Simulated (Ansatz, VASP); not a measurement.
# NiO2: VASP beside Ansatz

```
CELL_PARAMETERS angstrom
2.84199 0.00000 0.00000
-1.42100 2.46124 0.00000
0.00000 0.00000 4.77170
ATOMIC_POSITIONS crystal
Ni 0.00000 0.00000 0.50000
O 0.66667 0.33333 0.70023
O 0.33333 0.66667 0.29977
```

Alike in both runs: task single point; functional PBEsol; k mesh 12 × 12 × 6; occupations gaussian, width 0.05 eV; no spin polarisation.

|  | VASP | Ansatz |
| --- | --- | --- |
| version | VASP 6.6.1 | Ansatz 0.2.0 |
| potentials or method | VASP PAW PBE potentials, release 64 (Ni_sv_GW, O), cutoff 700 eV | scalar-relativistic, plane waves, PAW |
| valence electrons in the cell | 30 | 30 |

|  | VASP | Ansatz | Ansatz less VASP |
| --- | --- | --- | --- |
| gap on the k mesh at the Fermi level (eV) | 0.90 | 0.90 | +0.007 |
| least direct gap on the mesh (eV) | 1.10 | 1.10 | +0.005 |
| pressure (GPa) | -10.5 | -10.8 | -0.33 |
| traceless stress, the component that is largest in VASP (GPa) | 2.79 | 3.14 | +0.348 |
| rms of the force components (eV/Å) | 0.383 | 0.399 | +0.0153 |

VASP's potentials were made for PBE, not for PBEsol. Atom by atom the forces differ by 0.015 eV/Å (rms over components). The functional is the same, so the differences come from potentials, cutoffs and numerics.
